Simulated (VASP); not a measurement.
# Mg6O5 (a cell with a defect) in VASP: further runs, part 2 of 2

VASP 6.6.1.

### Step 3. Single point, PBEsol

Input file INCAR:

```
SYSTEM = Mg6O5
ALGO     = Normal         ! electronic algorithm
EDIFF    = 1E-6           ! SCF threshold, eV
ENCUT    = 520            ! plane-wave cutoff, eV
GGA      = PS             ! functional
ISIF     = 2              ! what is computed and relaxed
ISMEAR   = 0              ! smearing method
LASPH    = .TRUE.         ! aspherical terms in the spheres
LCHARG   = .TRUE.         ! write CHGCAR
LELF     = .TRUE.         ! ELF
LREAL    = .FALSE.        ! projectors in reciprocal space
LVHAR    = .TRUE.       
LWAVE    = .FALSE.        ! write WAVECAR
NBANDS   = 32             ! bands
NELM     = 100            ! most SCF steps
PREC     = Accurate       ! precision mode
SIGMA    = 0.05           ! smearing width, eV
```

Input file KPOINTS:

```
k-points
0
G
  4 4 4
  0 0 0
```

Input file POSCAR:

```
Mg6O5
1.0
    5.5908553621      0.0000000000      0.0000000000
    0.0000000000      5.5908553621      0.0000000000
    0.0000000000      0.0000000000      5.5908553621
Mg O
6 5
Direct
    0.2500000000      0.0000000000      0.5000000000
    0.0000000000      0.5000000000      0.2500000000
    0.5000000000      0.7500000000      0.0000000000
    0.7500000000      0.0000000000      0.5000000000
    0.0000000000      0.5000000000      0.7500000000
    0.5000000000      0.2500000000      0.0000000000
    0.5000000000      0.0000000000      0.2500000000
    0.0000000000      0.7500000000      0.5000000000
    0.7500000000      0.5000000000      0.0000000000
    0.5000000000      0.0000000000      0.7500000000
    0.0000000000      0.2500000000      0.5000000000
```

Potentials or basis: VASP PAW PBE potentials, release 64 (Mg, O).

Launch:

```console
> cat potpaw_PBE.64/Mg/POTCAR potpaw_PBE.64/O/POTCAR > POTCAR
> mpirun -np 1 vasp_std > vasp.out
```

OUTCAR:

```text
SYSTEM = Mg6O5
   EDIFF = 1E-6
   ENCUT = 520
   GGA = PS
   ISIF = 2
   ISMEAR = 0
   LASPH = .TRUE.
   LREAL = .FALSE.
   NELM = 100
   PREC = Accurate

 ion  position               nearest neighbor table
   1  0.250  0.000  0.500-   7 1.98   8 1.98  10 1.98  11 1.98   4 2.80   4 2.80   2 3.42   5 3.42
                             6 3.42   3 3.42   6 3.42   2 3.42   5 3.42   3 3.42
   2  0.000  0.500  0.250-   8 1.98   9 1.98  11 1.98   5 2.80   5 2.80   3 3.42   4 3.42   1 3.42
                             6 3.42   1 3.42   4 3.42   3 3.42   6 3.42
   3  0.500  0.750  0.000-   7 1.98   9 1.98  10 1.98   6 2.80   6 2.80   2 3.42   4 3.42   5 3.42
                             1 3.42   4 3.42   1 3.42   2 3.42   5 3.42
   4  0.750  0.000  0.500-   7 1.98   8 1.98  10 1.98  11 1.98   1 2.80   1 2.80   3 3.42   5 3.42
                             6 3.42   3 3.42   6 3.42   2 3.42   5 3.42   2 3.42
   5  0.000  0.500  0.750-   8 1.98   9 1.98  11 1.98   2 2.80   2 2.80   1 3.42   3 3.42   4 3.42
                             6 3.42   1 3.42   4 3.42   3 3.42   6 3.42
   6  0.500  0.250  0.000-   7 1.98   9 1.98  10 1.98   3 2.80   3 2.80   2 3.42   1 3.42   4 3.42
                             1 3.42   4 3.42   5 3.42   2 3.42   5 3.42
   7  0.500  0.000  0.250-   1 1.98   3 1.98   4 1.98   6 1.98
   8  0.000  0.750  0.500-   1 1.98   2 1.98   4 1.98   5 1.98
   9  0.750  0.500  0.000-   2 1.98   3 1.98   5 1.98   6 1.98
  10  0.500  0.000  0.750-   1 1.98   3 1.98   4 1.98   6 1.98
  11  0.000  0.250  0.500-   1 1.98   2 1.98   4 1.98   5 1.98

  LATTYP: Found a simple cubic cell.
 ALAT       =     5.5908553621

  Lattice vectors:

 A1 = (   5.5908553621,   0.0000000000,   0.0000000000)
 A2 = (   0.0000000000,   5.5908553621,   0.0000000000)
 A3 = (   0.0000000000,   0.0000000000,   5.5908553621)

Analysis of symmetry for initial positions (statically):
=====================================================================
 Subroutine PRICEL returns:
 Original cell was already a primitive cell.

 Routine SETGRP: Setting up the symmetry group for a
 simple cubic supercell.

 Subroutine GETGRP returns: Found  8 space group operations
 (whereof  4 operations were pure point group operations)
 out of a pool of 48 trial point group operations.
[... 162 lines left out ...]
  volume of cell :      174.76
 maximum number of plane-waves:      4729
 NGX is ok and might be reduce to    42
   NGX = 21   NGY = 21   NGZ = 21

 number of electron      41.9999969 magnetization

 Free energy of the ion-electron system (eV)
  ---------------------------------------------------
  ext. energy  EPLUGINS =         0.00000000
  ---------------------------------------------------
  free energy    TOTEN  =       -61.45644575 eV

  energy without entropy =      -61.45644575  energy(sigma->0) =      -61.45644575

 E-fermi :   2.4180     XC(G=0):  -8.5965

 val. band max:        2.1630700608   @ k =   0.5000   0.5000   0.5000
 cond. band min:       3.2253902095   @ k =   0.0000   0.5000   0.0000
 fundamental gap:      1.0623201488
 Fermi energy:         2.4180238790

 k-point     1 :       0.0000    0.0000    0.0000
  band No.  band energies     occupation
      1     -16.4224      2.00000
      2     -16.1121      2.00000
      3     -15.9671      2.00000
      4     -15.5152      2.00000
      5     -15.5152      2.00000
      6      -3.6642      2.00000
[... 619 lines left out ...]
     31      10.5640      0.00000
     32      10.8472      0.00000

------------------------ aborting loop because EDIFF is reached ----------------------------------------

  FORCE on cell =-STRESS in cart. coord.  units (eV):
  Direction    XX          YY          ZZ          XY          YZ          ZX
  --------------------------------------------------------------------------------------
  -------------------------------------------------------------------------------------
  Total       -1.5175715      0.6748001      0.6748001      0.0000000      0.0000000      0.0000000
  in kB      -13.9131344      6.1865847      6.1865847      0.0000000      0.0000000      0.0000000
  external PRESSURE =      -0.5133217 kB  Pullay stress =       0.0000000 kB

 VOLUME and BASIS-vectors are now :
 -----------------------------------------------------------------------------
  energy-cutoff  :      520.00
  volume of cell :      174.76
      direct lattice vectors                 reciprocal lattice vectors
     5.590855362  0.000000000  0.000000000     0.178863508  0.000000000  0.000000000
     0.000000000  5.590855362  0.000000000     0.000000000  0.178863508  0.000000000
     0.000000000  0.000000000  5.590855362     0.000000000  0.000000000  0.178863508

 POSITION                                       TOTAL-FORCE (eV/Angst)
 -----------------------------------------------------------------------------------
      1.39771      0.00000      2.79543         0.000000     -0.000000     -0.000000
      0.00000      2.79543      1.39771         0.078861     -0.000000      0.361687
      2.79543      4.19314      0.00000        -0.078861      0.361687     -0.000000
      4.19314      0.00000      2.79543         0.000000     -0.000000     -0.000000
      0.00000      2.79543      4.19314         0.078861     -0.000000     -0.361687
      2.79543      1.39771      0.00000        -0.078861     -0.361687     -0.000000
      2.79543      0.00000      1.39771         0.103393     -0.000000     -0.069882
      0.00000      4.19314      2.79543        -0.103393     -0.069882     -0.000000
      4.19314      2.79543      0.00000         0.000000     -0.000000     -0.000000
      2.79543      0.00000      4.19314         0.103393     -0.000000      0.069882
      0.00000      1.39771      2.79543        -0.103393      0.069882     -0.000000
 -----------------------------------------------------------------------------------
    total drift:                               -0.000000      0.000000     -0.000000

  FREE ENERGIE OF THE ION-ELECTRON SYSTEM (eV)
  ---------------------------------------------------
  free  energy   TOTEN  =       -61.4564457520 eV

  energy  without entropy=      -61.4564457520  energy(sigma->0) =      -61.45644575
```

stdout:

```text
POSCAR found type information on POSCAR MgO
 POSCAR found :  2 types and      11 ions
 scaLAPACK will be used
 -----------------------------------------------------------------------------
|                                                                             |
|                                                                             |
|     You enforced a specific xc type in the INCAR file but a different       |
|     I HOPE YOU KNOW WHAT YOU ARE DOING!                                     |
|                                                                             |
 -----------------------------------------------------------------------------

 LDA part: xc-table for (Slater+PW92), standard interpolation
 POSCAR, INCAR and KPOINTS ok, starting setup
 FFT: planning ... GRIDC
 FFT: planning ... GRID_SOFT
 FFT: planning ... GRID
 WAVECAR not read
 entering main loop
```

It took 69 s on 1 thread of Intel Xeon 6975P-C (Granite Rapids), shared host; peak memory 0.29 GiB.

What came out:

* Free energy: -61.4564 eV
* Pressure: -0.1 GPa
* Largest force: 0.370 eV/Å
* Band gap on the k mesh: 1.06 eV

Forces in eV/Å, atoms in the order of the input:
```
Mg   0.000  0.000  0.000
Mg   0.079  0.000  0.362
Mg  -0.079  0.362  0.000
Mg   0.000  0.000  0.000
Mg   0.079  0.000 -0.362
Mg  -0.079 -0.362  0.000
O    0.103  0.000 -0.070
O   -0.103 -0.070  0.000
O    0.000  0.000  0.000
O    0.103  0.000  0.070
O   -0.103  0.070  0.000
```

Levels at points of the mesh, in eV from the valence-band top:
| k point | band 17 | band 18 | band 19 | band 20 | band 21 | band 22 | band 23 | band 24 | band 25 | band 26 |
| --- | --- | --- | --- | --- | --- | --- | --- | --- | --- | --- |
| (0.00, 0.00, 0.00) | -3.40 | -3.19 | -2.54 | -2.54 | -1.95 | 2.41 | 2.77 | 3.33 | 3.33 | 5.77 |
| (0.50, 0.00, 0.00) | -3.21 | -3.21 | -2.54 | -2.54 | -0.55 | 1.39 | 3.02 | 3.02 | 4.42 | 4.73 |
| (0.00, 0.50, 0.00) | -3.47 | -3.33 | -3.19 | -2.54 | -0.99 | 1.06 | 3.04 | 3.75 | 4.63 | 4.88 |
| (0.50, 0.50, 0.00) | -3.49 | -3.22 | -3.13 | -2.54 | -0.34 | 1.70 | 2.38 | 3.58 | 3.68 | 4.86 |
| (0.00, 0.50, 0.50) | -3.48 | -3.48 | -3.37 | -3.00 | -0.69 | 2.02 | 2.02 | 3.09 | 5.04 | 5.29 |
| (0.50, 0.50, 0.50) | -3.56 | -3.56 | -3.37 | -3.37 | 0.00 | 2.19 | 2.19 | 3.35 | 4.19 | 4.19 |

Caveat: the PAW data sets were made with another functional, which shifts forces and pressure a little.
